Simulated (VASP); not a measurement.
Write the native input for VASP 6.6.1 that does the following.

- Task: single point
- Functional: PBE
- Potentials or basis: VASP PAW PBE potentials, release 64 (Pt, Se)
- Cutoff: 520 eV
- k mesh: 8 × 8 × 5
- Occupations: gaussian, width 0.015 eV
- Spin: no spin polarisation
- Dipole correction: no
- Further INCAR settings: ALGO = Normal; EDIFF = 1e-07; NBANDS = 18

The structure of PtSe2 (Sudovikovite) lies in POSCAR:

```
PtSe2
1.0
    3.7240000000      0.0000000000      0.0000000000
   -1.8620000000      3.2250786037      0.0000000000
    0.0000000000      0.0000000000      5.0620000000
Pt Se
1 2
Direct
    0.0000000000      0.0000000000      0.0000000000
    0.6666666667      0.3333333333      0.7500000000
    0.3333333333      0.6666666667      0.2500000000
```

These files were run (other wordings do the same):

INCAR

```
  ALGO = Normal
  EDIFF = 1E-7
  ENCUT = 520
  GGA = PE
  ISIF = 2
  ISMEAR = 0
  LASPH = True
  LCHARG = False
  LREAL = False
  LWAVE = False
  NBANDS = 18
  NELM = 60
  PREC = Accurate
  SIGMA = 0.015
```

KPOINTS

```
k-points
0
Gamma
  8 8 5
```

Potentials or basis: VASP PAW PBE potentials, release 64 (Pt, Se).

Command:

```bash
$ cat potpaw_PBE.64/Pt/POTCAR potpaw_PBE.64/Se/POTCAR > POTCAR
$ mpirun -np 1 vasp_std > vasp.out
```

Results of the run:

The pressure is 7.3 GPa and the largest force is 0.575 eV/Å. The band gap on the k mesh is zero (band 11 reaches 6.95 eV, above the bottom of band 12 at 6.65 eV).

Caveat: spin-orbit coupling is left out, which moves the levels of the heavy elements.

Run time: 21 s on 1 thread of Intel(R) Xeon(R) 6975P-C (Granite Rapids), on a shared host, peak memory 0.2 GiB.
